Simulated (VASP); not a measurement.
A run of VASP 6.6.1 is set up as follows.

The input INCAR:

```
SYSTEM = AlGaN2
  PREC = Accurate
  ENCUT = 520
  EDIFF = 1E-6
  ISMEAR = 0
  SIGMA = 0.02
  LREAL = .False.
  LASPH = .True.
  NELM = 100
  ALGO = Normal
  ISIF = 2
  LWAVE = .False.
  LCHARG = .False.
  NBANDS = 21
```

The input KPOINTS:

```
Automatic mesh
0
Gamma
  8 8 6
  0 0 0
```

The input POSCAR:

```
AlGaN2
1.0
    3.0700837219      0.0000000000      0.0000000000
    0.0000000000      3.0700837219      0.0000000000
    0.0000000000      0.0000000000      4.3178717064
Al Ga N
1 1 2
Direct
    0.5000000000      0.5000000000      0.5000000000
    0.0000000000      0.0000000000      0.0000000000
    0.5000000000      0.0000000000      0.7399319764
    0.0000000000      0.5000000000      0.2600680236
```

Potentials or basis: VASP PAW LDA potentials, release 64 (Al, Ga_d, N).

Run with:

```console
$ cat potpaw_LDA.64/Al/POTCAR potpaw_LDA.64/Ga_d/POTCAR potpaw_LDA.64/N/POTCAR > POTCAR
$ mpirun -np 1 vasp_std > vasp.out
```

Predict the band gap on the k mesh.

3.26 eV, indirect (least direct gap 3.40 eV).

Estimate the largest force.

0.036 eV/Å.

What does it give for the pressure?

11.1 GPa.

Forces in eV/Å, atoms in the order of the input:
```
Al   0.000  0.000  0.000
Ga   0.000  0.000  0.000
N    0.000  0.000 -0.036
N    0.000  0.000  0.036
```

A k mesh can miss the band edges. Expect the measured gap to be larger: semilocal functionals such as LDA lack the derivative discontinuity.
